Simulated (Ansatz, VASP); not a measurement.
**One calculation of NaF, two programs**

File INCAR:

```
SYSTEM = NaF
PREC = Accurate
ENCUT = 520
EDIFF = 1E-6
ISMEAR = 0
SIGMA = 0.05
LREAL = .FALSE.
LASPH = .TRUE.
NELM = 60
ALGO = Normal
ISIF = 2
LWAVE = .FALSE.
LCHARG = .TRUE.
GGA = RP
IVDW = 13
LELF = .TRUE.
LVHAR = .TRUE.
NBANDS = 14
```

The input KPOINTS:

```
Automatic mesh
0
G
  8 8 8
  0 0 0
```

POSCAR

```
NaF
1.0
    0.0000000000      2.4170881484      2.4170881484
    2.4170881484      0.0000000000      2.4170881484
    2.4170881484      2.4170881484      0.0000000000
Na F
1 1
Direct
    0.0000000000      0.0000000000      0.0000000000
    0.5000000000      0.5000000000      0.5000000000
```

Input for Ansatz:

```yaml
crystal:
  lattice:
    - [0.0, 2.4170881484, 2.4170881484]
    - [2.4170881484, 0.0, 2.4170881484]
    - [2.4170881484, 2.4170881484, 0.0]
  atoms:
    - { symbol: Na, position: [0.0, 0.0, 0.0] }
    - { symbol: F, position: [0.5, 0.5, 0.5] }
basis:
  ecutwfc: 420
  ecutrho_ratio: 4
kpoints:
  mp_grid: { grid: [8, 8, 8] }
hamiltonian:
  xc: rpbe
  dispersion: d4
scf:
  occupations: { method: gaussian, width: 0.05 }
output:
  forces: true
  stress: true
  eigenvalues: true
```

Alike in both runs: task single point; functional RPBE; dispersion D4; k mesh 8 × 8 × 8; occupations gaussian, width 0.05 eV; no spin polarisation.

```csv
,VASP,Ansatz
version,VASP 6.6.1,Ansatz 0.2.0
potentials or method,"VASP PAW PBE potentials, release 64 (Na_pv, F), cutoff 520 eV","scalar-relativistic, plane waves, PAW"
valence electrons in the cell,14,16
```

|  | VASP | Ansatz | Ansatz less VASP |
| --- | --- | --- | --- |
| gap on the k mesh at the Fermi level (eV) | 5.98 | 5.98 | +0.008 |
| least direct gap on the mesh (eV) | 5.98 | 5.98 | +0.008 |
| pressure (GPa) | -1.6 | -1.4 | +0.12 |

VASP's potentials were made for PBE, not for RPBE. VASP's potentials hold 14 valence electrons a cell and Ansatz's 16, so a difference there can come from the potentials and not from the codes.
